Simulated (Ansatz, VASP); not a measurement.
Al2O3 in VASP and in Ansatz

Contents of INCAR:

```
SYSTEM = Al2O3
  ALGO = Normal
  EDIFF = 1E-6
  EDIFFG = -0.04
  ENCUT = 600
  GGA = PE
  IBRION = 2
  ISIF = 3
  ISMEAR = 0
  LASPH = .True.
  LCHARG = .False.
  LREAL = .False.
  LWAVE = .False.
  NELM = 60
  NSW = 90
  PREC = Accurate
  SIGMA = 0.1
```

KPOINTS

```
k-points
0
Gamma
  8 8 8
  0 0 0
```

File POSCAR:

```
Al2O3
1.0
   -1.2995750900      1.8503544200      4.0375648700
    1.2995750900     -1.8503544200      4.0375648700
    1.2995750900      1.8503544200     -4.0375648700
Al O
2 3
Direct
    0.6623618800      0.6623618800      0.0000000000
    0.3376381200      0.3376381200      0.0000000000
    0.5000000000      0.0000000000      0.5000000000
    0.1764433500      0.6764433500      0.5000000000
    0.8235566500      0.3235566500      0.5000000000
```

Input for Ansatz:

```yaml
crystal:
  lattice:
    - [-1.29957509, 1.85035442, 4.03756487]
    - [1.29957509, -1.85035442, 4.03756487]
    - [1.29957509, 1.85035442, -4.03756487]
  atoms:
    - { symbol: Al, position: [0.66236188, 0.66236188, 0.0] }
    - { symbol: Al, position: [0.33763812, 0.33763812, 0.0] }
    - { symbol: O, position: [0.5, 0.0, 0.5] }
    - { symbol: O, position: [0.17644335, 0.67644335, 0.5] }
    - { symbol: O, position: [0.82355665, 0.32355665, 0.5] }
basis:
  ecutwfc: 420
kpoints:
  mp_grid: { grid: [8, 8, 8] }
hamiltonian:
  xc: pbe
scf:
  occupations: { method: gaussian, width: 0.1 }
  lower_state_search: "off"
output:
  forces: true
  stress: true
  eigenvalues: true
relax:
  adjacent_minimum: "off"
  f_tol: 0.04
  max_steps: 70
  cell: { stress_tol: 0.4 }
```

Alike in both runs: task relaxation of cell and atoms; functional PBE; k mesh 8 × 8 × 8; occupations gaussian, width 0.1 eV; no spin polarisation.

```csv
,VASP,Ansatz
version,VASP 6.6.1,Ansatz 0.2.0
potentials or method,"VASP PAW PBE potentials, release 64 (Al, O), cutoff 600 eV","scalar-relativistic, plane waves, PAW"
valence electrons in the cell,24,24
```

VASP gave:

```
gap on the k mesh at the Fermi level, each at its own relaxed structure (eV) : 5.19
relaxed volume (Å³/atom)                                                     : 9.21
relaxed cell length with the largest relative difference (Å)                 : 4.984
```

Question: Estimate Ansatz's values.

Answer: gap on the k mesh at the Fermi level, each at its own relaxed structure (eV): 5.20; relaxed volume (Å³/atom): 9.20; relaxed cell length with the largest relative difference (Å): 4.982.

Noted on VASP's run: the volume moved by over 15 % at a fixed basis, so the end points are rough.
